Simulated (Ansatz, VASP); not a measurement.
Given: the input of a run of Ansatz 0.2.0 on Si3N4.

Contents of input.yaml:

```yaml
crystal:
  lattice:
    - [4.13078, 0.0, 0.0]
    - [0.0, 4.13078, 0.0]
    - [0.0, 0.0, 4.13078]
  atoms:
    - { symbol: Si, position: [0.0, 0.0, 0.5] }
    - { symbol: Si, position: [0.5, 0.0, 0.0] }
    - { symbol: Si, position: [0.0, 0.5, 0.0] }
    - { symbol: "N", position: [0.23952, 0.23952, 0.76048] }
    - { symbol: "N", position: [0.76048, 0.76048, 0.76048] }
    - { symbol: "N", position: [0.23952, 0.76048, 0.23952] }
    - { symbol: "N", position: [0.76048, 0.23952, 0.23952] }
hamiltonian:
  xc: pbe
  pseudopotentials: { kind: paw }
kpoints:
  mp_grid: { grid: [5, 5, 5] }
scf:
  occupations: { method: fermi_dirac, width: 0.05 }
output:
  forces: true
  stress: true
  eigenvalues: true
```

Potentials or basis: Ansatz PAW.

Run with:

```bash
$ ansatz run input.yaml --threads 4 --pin off --max-ram 11264MiB --backend cpu --events-out ev --progress --plain --runs-dir out
```

Question: Translate it to VASP 6.6.1. Potentials there: VASP PAW PBE potentials, release 64 (Si, N).

Answer: As run (the cutoff follows the program's own potentials):

INCAR

```
SYSTEM = Si3N4
ALGO = Normal ; EDIFF = 1E-7
ENCUT = 520 ; GGA = PE
ISIF = 2 ; ISMEAR = -1
LASPH = .True. ; LCHARG = .False.
LREAL = .False. ; LWAVE = .False.
NBANDS = 25 ; NELM = 80
PREC = Accurate ; SIGMA = 0.05
```

KPOINTS

```
k-points
0
Gamma
  5 5 5
  0 0 0
```

File POSCAR:

```
Si3N4
1.0
    4.1307800000      0.0000000000      0.0000000000
    0.0000000000      4.1307800000      0.0000000000
    0.0000000000      0.0000000000      4.1307800000
Si N
3 4
Direct
    0.0000000000      0.0000000000      0.5000000000
    0.5000000000      0.0000000000      0.0000000000
    0.0000000000      0.5000000000      0.0000000000
    0.2395200000      0.2395200000      0.7604800000
    0.7604800000      0.7604800000      0.7604800000
    0.2395200000      0.7604800000      0.2395200000
    0.7604800000      0.2395200000      0.2395200000
```

Potentials or basis: VASP PAW PBE potentials, release 64 (Si, N).

Command:

```sh
$ cat potpaw_PBE.64/Si/POTCAR potpaw_PBE.64/N/POTCAR > POTCAR
$ mpirun -np 1 vasp_std > vasp.out
```

Both were run:

|  | VASP | Ansatz | Ansatz less VASP |
| --- | --- | --- | --- |
| gap on the k mesh at the Fermi level (eV) | 2.76 | 2.77 | +0.011 |
| least direct gap on the mesh (eV) | 2.92 | 2.93 | +0.011 |
| pressure (GPa) | -0.2 | 0.0 | +0.24 |
| rms of the force components (eV/Å) | 0.008 | 0.000 | -0.0073 |

Atom by atom the forces differ by 0.008 eV/Å (rms over components). With one functional, cell and mesh, what is left measures potentials, basis and numerics.

Noted on Ansatz's run: odd divisions of the mesh miss points on the zone boundary, where band edges often lie, so the gap on the mesh can be too wide.
